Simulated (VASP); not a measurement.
The system is TiO2.

```xyz
12
Lattice="6.0704 -1.8580 0.0000 6.0704 1.8580 0.0000 -1.9023 0.0000 6.2434" Properties=species:S:1:pos:R:3 pbc="T T T"
Ti   10.3767    0.0000    1.8081
Ti    1.8311    0.0000    1.7716
Ti   -0.1381    0.0000    4.4353
Ti    8.4074    0.0000    4.4718
O     3.8360    0.0000    1.8318
O     1.9577    0.0000    4.0738
O     8.6351    0.0000    6.2140
O     8.2808    0.0000    2.1696
O    10.2339    0.0000    3.9335
O     1.6035    0.0000    0.0294
O     6.4025    0.0000    4.4116
O     0.0046    0.0000    2.3099
```

Base run:

| Quantity | Value |
| --- | --- |
| Program | VASP 6.6.1 |
| Functional | revPBE |
| Dispersion | D4 |
| Potentials or basis | VASP PAW PBE potentials, release 64 (Ti_sv, O) |
| Cutoff | 520 eV |
| k mesh | 8 × 8 × 4 |
| Occupations | fermi-dirac, width 0.05 eV |
| Spin | no spin polarisation |

Its results: band gap on the k mesh 2.90 eV (least direct gap 3.07 eV); pressure 3.8 GPa; largest force 0.139 eV/Å.

**Question.** The run is repeated on the same cell with these changes: functional from revPBE to PBE exchange alone; dispersion from D4 to none. What comes out?

**Answer.** Band gap on the k mesh 2.91 eV (least direct gap 3.09 eV); pressure 24.8 GPa; largest force 0.479 eV/Å.

Several settings changed at once.

Caveats: the cell stands under pressure; the PAW data sets were made with another functional, which shifts forces and pressure a little (at least some runs).

A k mesh can miss the band edges.
